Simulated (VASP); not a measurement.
Here is a VASP 6.6.1 calculation.

Contents of INCAR:

```
PREC = Accurate ; ENCUT = 520
EDIFF = 1E-6 ; ISMEAR = 0
SIGMA = 0.1 ; LREAL = False
LASPH = True ; NELM = 60
ALGO = Normal ; ISIF = 2
LWAVE = False ; LCHARG = False
GGA = PE ; IVDW = 12
NBANDS = 34
```

Contents of KPOINTS:

```
Automatic mesh
0
Gamma
  3 3 1
```

File POSCAR:

```
Al12HO
1.0
    5.7275649651      0.0000000201      0.0000000000
    2.8637820000      4.9602170403      0.0000000000
    0.0000000000      0.0000000000     17.6765370000
Al O H
12 1 1
Direct
    0.1666666550      0.1666666950      0.0565721700
    0.6666666700      0.1666666700      0.0565721700
    0.1666666850      0.6666666850      0.0565721700
    0.6666666950      0.6666666550      0.0565721700
   -0.1684679156      0.3315320844      0.1887729869
    0.3384110653      0.3313050866      0.1886380514
   -0.1686949134      0.8384110653      0.1886380514
    0.3332633878      0.8332633878      0.1779605298
    0.0066201692     -0.0017091297      0.3286433751
    0.4983914060     -0.0016085940      0.3287219091
    0.0009038080      0.5009038080      0.3135229952
    0.4982908703      0.5066201692      0.3286433751
    0.6677791542      0.1677791542      0.3732637499
    1.3349784702     -0.1650215298      0.2732873203
```

Potentials or basis: VASP PAW PBE potentials, release 64 (Al, O, H).

Command:

```bash
$ cat potpaw_PBE.64/Al/POTCAR potpaw_PBE.64/O/POTCAR potpaw_PBE.64/H/POTCAR > POTCAR
$ mpirun -np 1 vasp_std > vasp.out
```

(1) Predict the dispersion energy per atom.

(2) Estimate the largest force.

## Answers

(1) -0.210 eV.

(2) 0.408 eV/Å.

Caveat: the k points lie up to 0.42 Å⁻¹ apart; an odd number of electrons without spin polarisation forces a metal; a magnetic or distorted state may lie lower.
